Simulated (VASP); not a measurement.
# Sm3BRh (Pm-3m) in VASP: further runs

Sm3BRh is run at these levels: PBE; tasks: single point, relaxation of cell and atoms.

Everything below comes from runs of VASP 6.6.1. Logs are shortened: lines on timing, memory, paths and dates and some standing lists are left out, and cuts for length are marked.

### Step 1. The cell of the first run

It takes space group Pm-3m (No. 221, cubic). Conventional cell: a = 5.008 Å, b = 5.008 Å, c = 5.008 Å, α = 90.00°, β = 90.00°, γ = 90.00°. Within 3.3 Å of Sm (site symmetry 4/mmm) lie 2 B at 2.50 Å. B (site symmetry m-3m) has 6 Sm at 2.50 Å within 3.3 Å. Within 4.7 Å of Rh (site symmetry m-3m) lie 12 Sm at 3.54 Å and 8 B at 4.34 Å.

The cell was built from a structure type or drawn by symmetry, and may not be a known phase.

### Step 2. Single point, PBE

Contents of INCAR:

```
SYSTEM = Sm3BRh
PREC = Accurate ; ENCUT = 500
EDIFF = 1E-6 ; ISMEAR = 0
SIGMA = 0.1 ; LREAL = .False.
LASPH = .True. ; NELM = 200
ALGO = Normal ; ISIF = 2
LWAVE = .False. ; LCHARG = .True.
GGA = PE ; LELF = .True.
LVHAR = .True. ; NBANDS = 34
GGA_COMPAT = .False. ; LMAXMIX = 6
```

Contents of KPOINTS:

```
Automatic mesh
0
Gamma
  8 8 8
  0 0 0
```

Contents of POSCAR:

```
Sm3BRh
1.0
    5.0078655537      0.0000000000      0.0000000000
    0.0000000000      5.0078655537      0.0000000000
    0.0000000000      0.0000000000      5.0078655537
Sm B Rh
3 1 1
Direct
    0.5000000000      0.5000000000      0.0000000000
    0.0000000000      0.5000000000      0.5000000000
    0.5000000000      0.0000000000      0.5000000000
    0.5000000000      0.5000000000      0.5000000000
    0.0000000000      0.0000000000      0.0000000000
```

Potentials or basis: VASP PAW PBE potentials, release 64 (Sm_3, B, Rh_pv), 4f in core.

The run is started by

```console
> cat potpaw_PBE.64/Sm_3/POTCAR potpaw_PBE.64/B/POTCAR potpaw_PBE.64/Rh_pv/POTCAR > POTCAR
> mpirun -np 1 vasp_std > vasp.out
```

OUTCAR:

```text
SYSTEM = Sm3BRh
   PREC = Accurate
   ENCUT = 500
   EDIFF = 1E-6
   ISMEAR = 0
   LREAL = .False.
   LASPH = .True.
   NELM = 200
   ISIF = 2
   GGA = PE

 ion  position               nearest neighbor table
   1  0.500  0.500  0.000-   4 2.50   4 2.50   2 3.54   5 3.54   2 3.54   3 3.54   3 3.54   3 3.54
                             5 3.54   3 3.54   2 3.54   5 3.54   2 3.54   5 3.54
   2  0.000  0.500  0.500-   4 2.50   4 2.50   1 3.54   5 3.54   1 3.54   5 3.54   3 3.54   5 3.54
                             5 3.54   1 3.54   3 3.54   3 3.54   1 3.54   3 3.54
   3  0.500  0.000  0.500-   4 2.50   4 2.50   1 3.54   5 3.54   1 3.54   5 3.54   1 3.54   2 3.54
                             2 3.54   1 3.54   2 3.54   5 3.54   5 3.54   2 3.54
   4  0.500  0.500  0.500-   1 2.50   2 2.50   3 2.50   1 2.50   3 2.50   2 2.50
   5  0.000  0.000  0.000-   1 3.54   2 3.54   3 3.54   2 3.54   3 3.54   1 3.54   2 3.54   2 3.54
                             1 3.54   3 3.54   3 3.54   1 3.54

  LATTYP: Found a simple cubic cell.
 ALAT       =     5.0078655537

  Lattice vectors:

 A1 = (   5.0078655537,   0.0000000000,   0.0000000000)
 A2 = (   0.0000000000,   5.0078655537,   0.0000000000)
 A3 = (   0.0000000000,   0.0000000000,   5.0078655537)

Analysis of symmetry for initial positions (statically):
=====================================================================
 Subroutine PRICEL returns:
 Original cell was already a primitive cell.

 Routine SETGRP: Setting up the symmetry group for a
 simple cubic supercell.

 Subroutine GETGRP returns: Found 48 space group operations
 (whereof 48 operations were pure point group operations)
 out of a pool of 48 trial point group operations.

The static configuration has the point symmetry O_h .

Analysis of symmetry for dynamics (positions and initial velocities):
=====================================================================
 Subroutine PRICEL returns:
 Original cell was already a primitive cell.

 Routine SETGRP: Setting up the symmetry group for a
 simple cubic supercell.

 Subroutine GETGRP returns: Found 48 space group operations
 (whereof 48 operations were pure point group operations)
 out of a pool of 48 trial point group operations.

The dynamic configuration has the point symmetry O_h .

 Subroutine INISYM returns: Found 48 space group operations
 (whereof 48 operations are pure point group operations),
 and found     1 'primitive' translations

----------------------------------------------------------------------------------------

[... 102 lines left out ...]
   IBRION =     -1    ionic relax: 0-MD 1-quasi-New 2-CG
   NFREE  =      0    steps in history (QN), initial steepest desc. (CG)
   ISIF   =      2    stress and relaxation
   ISYM   =      2    0-nonsym 1-usesym 2-fastsym
   POTIM  = 0.5000    time-step for ionic-motion
   TEBEG  =    0.0;   TEEND  =   0.0 temperature during run
   PSTRESS=    0.0 pullay stress
   NELECT =      51.0000    total number of electrons
   NUPDOWN=      -1.0000    fix difference up-down
   EMIN   =  10.00;   EMAX   =-10.00  energy-range for DOS
   EFERMI =   0.00;   METHOD = LEGACY
   ISMEAR =     0;   SIGMA  =   0.10  broadening in eV -4-tet -1-fermi 0-gaus
   EFERMI_NEDOS =   21; number of points for ismear=-14 and -15
   IALGO  =     38    algorithm
   IMIX   =      4    mixing-type and parameters
     AMIX     =   0.40;   BMIX     =  1.00
     AMIX_MAG =   1.60;   BMIX_MAG =  1.00
  volume/ion in A,a.u.               =      25.12       169.51
  Fermi-wavevector in a.u.,A,eV,Ry     =   1.212306  2.290926 19.996287  1.469686
  Thomas-Fermi vector in A             =   2.347794
   LORBIT       =      0    0 simple, 1 ext, 2 COOP (PROOUT), +10 PAW based schemes
   GGA     = PE    functional components
   LHFCALC =     F    Hartree Fock is set to
   AEXX    =    0.0000 exact exchange contribution
   IVDW    =     0    specifies the selected vdW correction
   LEPSILON=     F    determine dielectric tensor
   LRPA    =     F    only Hartree local field effects (RPA)
 non-spin polarized calculation
 Gauss-broadening in eV      SIGMA  =   0.10
  energy-cutoff  :      500.00
  volume of cell :      125.59
 maximum number of plane-waves:      3218
 NGX is ok and might be reduce to    40
   NGX = 19   NGY = 19   NGZ = 19

 number of electron      50.9999996 magnetization

 Free energy of the ion-electron system (eV)
  ---------------------------------------------------
  ext. energy  EPLUGINS =         0.00000000
  ---------------------------------------------------
  free energy    TOTEN  =       -27.33789878 eV

  energy without entropy =      -27.31419079  energy(sigma->0) =      -27.32604479

 E-fermi :   3.6430     XC(G=0): -10.2071

 val. band max:        3.6187552454   @ k =   0.5000   0.3750   0.0000
 cond. band min:       3.6440386246   @ k =   0.3750   0.3750   0.0000
 fundamental gap:      0.0252833792
 Fermi energy:         3.6429730972

 k-point     1 :       0.0000    0.0000    0.0000
  band No.  band energies     occupation
      1     -41.6185      2.00000
      2     -41.6185      2.00000
      3     -41.6185      2.00000
      4     -37.1358      2.00000
      5     -37.0059      2.00000
      6     -37.0059      2.00000
[... 877 lines left out ...]
     33       6.4307      0.00000
     34       7.2268      0.00000

 [... further k-points ...]

------------------------ aborting loop because EDIFF is reached ----------------------------------------

  FORCE on cell =-STRESS in cart. coord.  units (eV):
  Direction    XX          YY          ZZ          XY          YZ          ZX
  --------------------------------------------------------------------------------------
  -------------------------------------------------------------------------------------
  Total        0.3726178      0.3726178      0.3726178      0.0000000      0.0000000     -0.0000000
  in kB        4.7535291      4.7535291      4.7535291      0.0000000      0.0000000     -0.0000000
  external PRESSURE =       4.7535291 kB  Pullay stress =       0.0000000 kB

 VOLUME and BASIS-vectors are now :
 -----------------------------------------------------------------------------
  energy-cutoff  :      500.00
  volume of cell :      125.59
      direct lattice vectors                 reciprocal lattice vectors
     5.007865554  0.000000000  0.000000000     0.199685872  0.000000000  0.000000000
     0.000000000  5.007865554  0.000000000     0.000000000  0.199685872  0.000000000
     0.000000000  0.000000000  5.007865554     0.000000000  0.000000000  0.199685872

 POSITION                                       TOTAL-FORCE (eV/Angst)
 -----------------------------------------------------------------------------------
      2.50393      2.50393      0.00000         0.000000      0.000000      0.000000
      0.00000      2.50393      2.50393         0.000000      0.000000      0.000000
      2.50393      0.00000      2.50393         0.000000      0.000000      0.000000
      2.50393      2.50393      2.50393         0.000000      0.000000      0.000000
      0.00000      0.00000      0.00000         0.000000      0.000000      0.000000
 -----------------------------------------------------------------------------------
    total drift:                               -0.000000     -0.000000     -0.000000

  FREE ENERGIE OF THE ION-ELECTRON SYSTEM (eV)
  ---------------------------------------------------
  free  energy   TOTEN  =       -27.3378987793 eV

  energy  without entropy=      -27.3141907946  energy(sigma->0) =      -27.32604479
```

Run time: 77 s. Hardware: 1 thread of Intel Xeon 6975P-C (Granite Rapids), shared host; peak memory 0.31 GiB.

What came out:

| Item | Value |
| --- | --- |
| Free energy | -27.3379 eV |
| Pressure | 0.5 GPa |
| Band gap on the k mesh | zero (an odd number of electrons rules out a gap without spin polarisation) |

Levels at points of the mesh, in eV from the Fermi level:
```
           k point  band 21  band 22  band 23  band 24  band 25  band 26  band 27  band 28  band 29  band 30
(0.00, 0.00, 0.00)    -1.79    -1.79     0.27     0.27     0.27     1.09     1.09     1.28     1.28     1.28
(0.50, 0.00, 0.00)    -1.45    -1.26    -1.26    -0.79    -0.12     0.26     0.26     0.30     0.30     1.98
(0.50, 0.50, 0.00)    -1.27    -1.21    -1.21    -0.92    -0.78    -0.29    -0.29     0.08     1.77     1.77
(0.50, 0.50, 0.50)    -1.29    -1.29    -1.29    -1.05    -1.05     1.39     1.39     1.39     1.73     1.73
```

Caveat: spin-orbit coupling is left out, which moves the levels of the heavy elements; the 4f electrons are frozen in the core, so they carry no moment and show no levels.

(Part 1 of 2 ends here.)
